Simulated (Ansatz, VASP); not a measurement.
**Two plane-wave programs on SiC**

```
CELL_PARAMETERS angstrom
3.09194 0.00000 0.00000
-1.54597 2.67770 0.00000
0.60892 0.00000 5.07429
ATOMIC_POSITIONS crystal
Si 0.32929 0.66605 0.49994
Si 0.66324 0.33395 0.99994
C 0.33831 0.66915 0.87506
C 0.66916 0.33085 0.37506
```

Change from the starting cell: shear of c along a, cell held, atoms relaxed: +12.0 %.

Alike in both runs: task relaxation of the atoms; functional PBE; k mesh 12 × 12 × 6; occupations gaussian, width 0.02 eV; no spin polarisation.

|  | VASP | Ansatz |
| --- | --- | --- |
| version | VASP 6.6.1 | Ansatz 0.2.0 |
| potentials or method | VASP PAW PBE potentials, release 64 (Si, C), cutoff 520 eV | scalar-relativistic, plane waves, PAW |
| valence electrons in the cell | 16 | 16 |

|  | VASP | Ansatz | Ansatz less VASP |
| --- | --- | --- | --- |
| gap on the k mesh at the Fermi level, each at its own relaxed structure (eV) | 1.97 | 1.97 | +0.004 |

Ansatz's warnings: stress scf threshold loose.
